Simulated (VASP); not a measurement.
Here is a VASP 6.6.1 calculation.

Contents of INCAR:

```
ALGO = Normal ; EDIFF = 1E-6
ENCUT = 520 ; GGA = PE
ISIF = 2 ; ISMEAR = 0
LASPH = True ; LCHARG = False
LREAL = False ; LWAVE = False
NBANDS = 45 ; NELM = 100
PREC = Accurate ; SIGMA = 0.1
```

The input KPOINTS:

```
k-points
0
Gamma
  6 6 6
```

POSCAR

```
TiW3C4
1.0
   -2.1821936298      2.1821936298      4.3505590537
    2.1821936298     -2.1821936298      4.3505590537
    2.1821936298      2.1821936298     -4.3505590537
Ti W C
1 3 4
Direct
    0.0000000000      0.0000000000      0.0000000000
    0.2500000000      0.7500000000      0.5000000000
    0.7500000000      0.2500000000      0.5000000000
    0.5000000000      0.5000000000      0.0000000000
    0.0000000000      0.5000000000      0.5000000000
    0.7538273180      0.7538273180      0.0000000000
    0.5000000000      0.0000000000      0.5000000000
    0.2461726820      0.2461726820      0.0000000000
```

Potentials or basis: VASP PAW PBE potentials, release 64 (Ti_sv, W_sv, C).

Run with:

```sh
$ cat potpaw_PBE.64/Ti_sv/POTCAR potpaw_PBE.64/W_sv/POTCAR potpaw_PBE.64/C/POTCAR > POTCAR
$ mpirun -np 1 vasp_std > vasp.out
```

(1) What does it give for the pressure?

(2) Estimate the largest force.

## Answers

(1) 0.4 GPa.

(2) 0.020 eV/Å.
